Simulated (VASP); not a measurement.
Here is a VASP 6.6.1 calculation.

File INCAR:

```
PREC = Accurate ; ENCUT = 520
EDIFF = 1E-6 ; ISMEAR = 0
SIGMA = 0.1 ; LREAL = False
LASPH = True ; NELM = 100
ALGO = Normal ; ISIF = 2
LWAVE = False ; LCHARG = False
GGA = PE ; NBANDS = 22
```

Contents of KPOINTS:

```
regular mesh
0
Gamma
  6 6 4
```

POSCAR

```
LaScF
1.0
    4.2158496900      0.0000000000      0.0000000000
   -2.1079248500      3.6510329300      0.0000000000
    0.0000000000      0.0000000000      4.1629099000
La Sc F
1 1 1
Direct
    0.6666666700      0.3333333300      0.0000000000
    0.3333333300      0.6666666700      0.5000000000
    0.0000000000      0.0000000000      0.5000000000
```

Potentials or basis: VASP PAW PBE potentials, release 64 (La, Sc_sv, F).

Command:

```sh
$ cat potpaw_PBE.64/La/POTCAR potpaw_PBE.64/Sc_sv/POTCAR potpaw_PBE.64/F/POTCAR > POTCAR
$ mpirun -np 1 vasp_std > vasp.out
```

Estimate the pressure.

4.4 GPa.

Stress tensor (GPa, compression positive):
```
 1.53  0.00  0.00
 0.00  1.53  0.00
 0.00  0.00 10.07
```

Caveat: the k points lie up to 0.38 Å⁻¹ apart; an odd number of electrons without spin polarisation forces a metal; a magnetic or distorted state may lie lower.
